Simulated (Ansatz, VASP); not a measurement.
## WSe2: VASP beside Ansatz

INCAR

```
  PREC = Accurate
  ENCUT = 500
  EDIFF = 1E-6
  ISMEAR = 0
  SIGMA = 0.05
  LREAL = False
  LASPH = True
  NELM = 120
  ALGO = Normal
  ISIF = 2
  LWAVE = False
  LCHARG = True
  LELF = True
  LVHAR = True
  NBANDS = 20
  GGA_COMPAT = False
```

File KPOINTS:

```
regular mesh
0
Gamma
  9 9 2
```

File POSCAR:

```
WSe2
1.0
    3.2905780679      0.0000000000      0.0000000000
   -1.6452890339      2.8497241999      0.0000000000
    0.0000000000      0.0000000000     16.6603124568
W Se
1 2
Direct
    0.0000000000      0.0000000000      0.0000000000
    0.3333333333      0.6666666667      0.0999280284
    0.3333333333      0.6666666667      0.9000719716
```

Input for Ansatz:

```yaml
crystal:
  lattice:
    - [3.2905780679, 0.0, 0.0]
    - [-1.6452890339, 2.8497241999, 0.0]
    - [0.0, 0.0, 16.6603124568]
  atoms:
    - { symbol: W, position: [0.0, 0.0, 0.0] }
    - { symbol: Se, position: [0.3333333333, 0.6666666667, 0.0999280284] }
    - { symbol: Se, position: [0.3333333333, 0.6666666667, 0.9000719716] }
basis:
  ecutwfc: 420
kpoints:
  mp_grid: { grid: [9, 9, 2] }
hamiltonian:
  xc: lda
  pseudopotentials: { kind: paw, azcp: { folder: soft_1 } }
scf:
  occupations: { method: gaussian, width: 0.05 }
output:
  forces: true
  stress: true
  eigenvalues: true
```

Change from the starting cell: mode 9 frozen in at +0.000 Å, equal normal strain along x and y +0.0133.

Alike in both runs: task single point; functional LDA; k mesh 9 × 9 × 2; occupations gaussian, width 0.05 eV; no spin polarisation.

|  | VASP | Ansatz |
| --- | --- | --- |
| version | VASP 6.6.1 | Ansatz 0.2.0 |
| potentials or method | VASP PAW LDA potentials, release 64 (W_sv, Se), cutoff 500 eV | scalar-relativistic, plane waves, PAW |
| valence electrons in the cell | 26 | 46 |

```tsv
	VASP	Ansatz	Ansatz less VASP
gap on the k mesh at the Fermi level (eV)	1.60	1.60	-0.003
least direct gap on the mesh (eV)	1.60	1.60	-0.003
rms of the force components (eV/Å)	0.092	0.139	+0.0461
```

Ansatz warns that its potentials were made for another functional, while VASP's fit it. LDA's correlation is that of Perdew and Zunger in VASP and of Perdew and Wang (1992) in Ansatz. Atom by atom the forces differ by 0.046 eV/Å (rms over components). VASP's potentials hold 26 valence electrons a cell and Ansatz's 46, so a difference there can come from the potentials and not from the codes.

Spin-orbit coupling is off throughout.
